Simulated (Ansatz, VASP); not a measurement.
**One calculation of CdS, two programs**

POSCAR

```
CdS
1.0
    4.1646012827      0.0000000000      0.0000000000
   -2.0823006414      3.6066505075      0.0000000000
    0.0000000000      0.0000000000      6.6306902802
Cd S
2 2
Direct
    0.3333333333      0.6666666667     -0.0034438646
    0.6666666667      0.3333333333      0.4965561354
    0.3333333333      0.6666666667      0.3784438646
    0.6666666667      0.3333333333      0.8784438646
```

File INCAR.step1:

```
SYSTEM = CdS
PREC = Accurate
ENCUT = 520
ISMEAR = 0
SIGMA = 0.01
LREAL = .FALSE.
LASPH = .TRUE.
NELM = 60
NBANDS = 26
GGA = PE
ALGO = Normal
EDIFF = 1E-4
LWAVE = .TRUE.
LCHARG = .FALSE.
```

File INCAR.step2:

```
SYSTEM = CdS
PREC = Accurate
ENCUT = 520
EDIFF = 1E-6
ISMEAR = 0
SIGMA = 0.01
LREAL = .FALSE.
LASPH = .TRUE.
NELM = 60
ALGO = Normal
ISIF = 2
LWAVE = .FALSE.
LCHARG = .FALSE.
METAGGA = R2SCAN
LMIXTAU = .TRUE.
NBANDS = 26
ISTART = 1
```

KPOINTS

```
Automatic mesh
0
G
  12 12 4
  0 0 0
```

Input for Ansatz:

```yaml
crystal:
  lattice:
    - [4.1646012827, 0.0, 0.0]
    - [-2.0823006414, 3.6066505075, 0.0]
    - [0.0, 0.0, 6.6306902802]
  atoms:
    - { symbol: Cd, position: [0.3333333333, 0.6666666667, -0.0034438646] }
    - { symbol: Cd, position: [0.6666666667, 0.3333333333, 0.4965561354] }
    - { symbol: S, position: [0.3333333333, 0.6666666667, 0.3784438646] }
    - { symbol: S, position: [0.6666666667, 0.3333333333, 0.8784438646] }
kpoints:
  mp_grid: { grid: [12, 12, 4] }
  band_path:
    path:
      - [0.0, 0.0, 0.0]
      - [0.5, 0.0, 0.0]
      - [0.3333333333, 0.3333333333, 0.0]
      - [0.0, 0.0, 0.5]
      - [0.5, 0.0, 0.5]
      - [0.3333333333, 0.3333333333, 0.5]
    npoints: 1
hamiltonian:
  xc: r2scan
scf:
  occupations: { method: fixed }
  n_extra_bands: 5
output:
  forces: true
  stress: true
  eigenvalues: true
```

Change from the starting cell: uniaxial_z strain -2.0%.

Alike in both runs: task single point; functional r2SCAN; k mesh 12 × 12 × 4; no spin polarisation.

```csv
,VASP,Ansatz
version,VASP 6.6.1,Ansatz 0.2.0
potentials or method,"VASP PAW PBE potentials, release 64 (Cd, S)","plane waves, PAW"
plane-wave cutoff (eV),520,500
occupations,"gaussian, width 0.01 eV",fixed
valence electrons in the cell,36,52
```

Ansatz gave:

- gap on the k mesh at the Fermi level (eV): 1.70
- pressure (GPa): 1.2
- traceless stress, the component that is largest in VASP (GPa): 0.63

Task: Estimate VASP's values.

Result: gap on the k mesh at the Fermi level (eV): 1.69; pressure (GPa): 1.6; traceless stress, the component that is largest in VASP (GPa): 0.64.

VASP's potentials were made for PBE, not for r2SCAN. VASP's potentials hold 36 valence electrons a cell and Ansatz's 52, so a difference there can come from the potentials and not from the codes.
